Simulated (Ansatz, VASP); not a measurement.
AlCu6 in VASP and in Ansatz

```
Al Cu
1.0
     4.52912    0.00000    0.00000
     0.00000    4.52912    0.00000
     0.00000    0.00000    4.52912
Al Cu
1 6
Direct
  0.00000 0.00000 0.00000
  0.20168 0.50000 0.50000
  0.50000 0.50000 0.79832
  0.50000 0.50000 0.20168
  0.50000 0.20168 0.50000
  0.50000 0.79832 0.50000
  0.79832 0.50000 0.50000
```

Change from the starting cell: species swapped into the CaB6 type (Pm-3m, No. 221).

Alike in both runs: task relaxation of cell and atoms; functional PBE; k mesh 4 × 4 × 4; occupations gaussian, width 0.2 eV; no spin polarisation.

|  | VASP | Ansatz |
| --- | --- | --- |
| version | VASP 6.6.1 | Ansatz 0.2.0 |
| potentials or method | VASP PAW PBE potentials, release 64 (Al, Cu), cutoff 600 eV | scalar-relativistic, plane waves, PAW |
| valence electrons in the cell | 69 | 117 |

VASP gave:

- gap on the k mesh at the Fermi level, each at its own relaxed structure (eV): none
- relaxed volume (Å³/atom): 25.70
- relaxed length of the cell vector where the two differ most in proportion (Å): 5.645

Task: What did Ansatz give for the same quantities?

Result: gap on the k mesh at the Fermi level, each at its own relaxed structure (eV): none; relaxed volume (Å³/atom): 25.65; relaxed length of the cell vector where the two differ most in proportion (Å): 5.641.

A gap of «none» marks a metal or a gap that the smearing closes. VASP's potentials hold 69 valence electrons a cell and Ansatz's 117, so a difference there can come from the potentials and not from the codes.

Noted on VASP's run: the volume moved by over 15 % at a fixed basis, so the end points are rough.
